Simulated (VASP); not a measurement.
Input of a VASP 6.6.1 run:

File INCAR:

```
PREC = Accurate ; ENCUT = 600
EDIFF = 1E-6 ; ISMEAR = 0
SIGMA = 0.1 ; LREAL = False
LASPH = True ; NELM = 100
ALGO = Normal ; ISIF = 3
LWAVE = False ; LCHARG = False
GGA = PE ; IBRION = 2
NSW = 90 ; EDIFFG = -0.04
```

The input KPOINTS:

```
regular mesh
0
Gamma
  6 6 2
```

Contents of POSCAR:

```
ZnCd2Se2S
1.0
    4.0982626200      0.0000000000      0.0000000000
   -2.0491313100      3.5491995400      0.0000000000
    0.0000000000      0.0000000000     10.0589374600
Zn Cd Se S
1 2 2 1
Direct
    0.0000000000      0.0000000000      0.5000000000
    0.0000000000      0.0000000000      0.1755545300
    0.0000000000      0.0000000000      0.8244454700
    0.3333333300      0.6666666700      0.0000000000
    0.6666666700      0.3333333300      0.0000000000
    0.0000000000      0.0000000000      0.0000000000
```

Potentials or basis: VASP PAW PBE potentials, release 64 (Zn, Cd, Se, S).

Launch:

```console
$ cat potpaw_PBE.64/Zn/POTCAR potpaw_PBE.64/Cd/POTCAR potpaw_PBE.64/Se/POTCAR potpaw_PBE.64/S/POTCAR > POTCAR
$ mpirun -np 1 vasp_std > vasp.out
```

**Question.** Predict the relaxed volume.

**Answer.** 35.74 Å³/atom.

**Question.** Predict the relaxed cell.

**Answer.** a = 4.878 Å, b = 4.878 Å, c = 10.409 Å, α = 90.00°, β = 90.00°, γ = 120.00°.

Step by step:
```tsv
step	energy change (eV)	largest force (eV/Å)	pressure (GPa)	volume (Å³)
1	0.0000	28.1137	60.91	146.31
2	-14.6790	0.0420	-4.07	430.39
3	-15.4147	0.0335	-3.30	398.49
4	-15.7744	0.0206	-2.90	378.94
5	-16.5998	0.0304	-1.86	316.13
6	-17.1506	0.2018	2.31	221.34
7	-17.1633	0.2237	1.09	234.85
8	-17.1656	0.2133	1.64	228.20
9	-17.4834	0.3421	-0.54	240.21
10	-17.5830	0.4489	-1.74	249.18
11	-17.5976	0.4882	-2.14	252.93
12	-17.9519	0.5613	-2.28	244.87
13	-17.9300	0.4550	1.64	216.72
14	-18.1633	0.6154	-1.86	235.81
15	-18.2169	0.6133	-1.45	230.61
16	-18.2206	0.6103	-1.12	228.35
17	-18.2212	0.6122	-1.26	229.30
18	-18.3206	0.2222	-0.34	218.64
19	-18.3346	0.0080	0.24	213.41
20	-18.3448	0.0172	0.06	214.19
21	-18.3455	0.0232	0.02	214.46
```

Caveat: the volume moved by over 15 % at a fixed basis, so the end points are rough.
